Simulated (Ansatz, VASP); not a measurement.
GaGe2 in VASP and in Ansatz

```xyz
3
Lattice="3.7611 0.0000 0.0000 -1.8806 3.2572 0.0000 0.0000 0.0000 4.0610" Properties=species:S:1:pos:R:3 pbc="T T T"
Ga    0.0000    0.0000    0.0000
Ge    0.0000    2.1715    2.0305
Ge    1.8806    1.0857    2.0305
```

Alike in both runs: task relaxation of cell and atoms; functional r2SCAN; k mesh 6 × 6 × 4; occupations gaussian, width 0.1 eV; no spin polarisation.

```csv
,VASP,Ansatz
version,VASP 6.6.1,Ansatz 0.2.0
potentials or method,"VASP PAW PBE potentials, release 64 (Ga_d, Ge_d), cutoff 600 eV","scalar-relativistic, plane waves, PAW"
valence electrons in the cell,41,41
```

|  | VASP | Ansatz | Ansatz less VASP |
| --- | --- | --- | --- |
| gap on the k mesh at the Fermi level, each at its own relaxed structure (eV) | none | none | - |
| relaxed volume (Å³/atom) | 21.62 | 21.72 | +0.099 |
| relaxed cell length with the largest relative difference (Å) | 4.159 | 4.170 | +0.0107 |

VASP's potentials were made for PBE, not for r2SCAN. A gap of «none» marks a metal or a gap that the smearing closes.

The k mesh is coarse, so the values compare programs but aren't converged. Noted on VASP's run: the volume moved by over 15 % at a fixed basis, so the end points are rough.
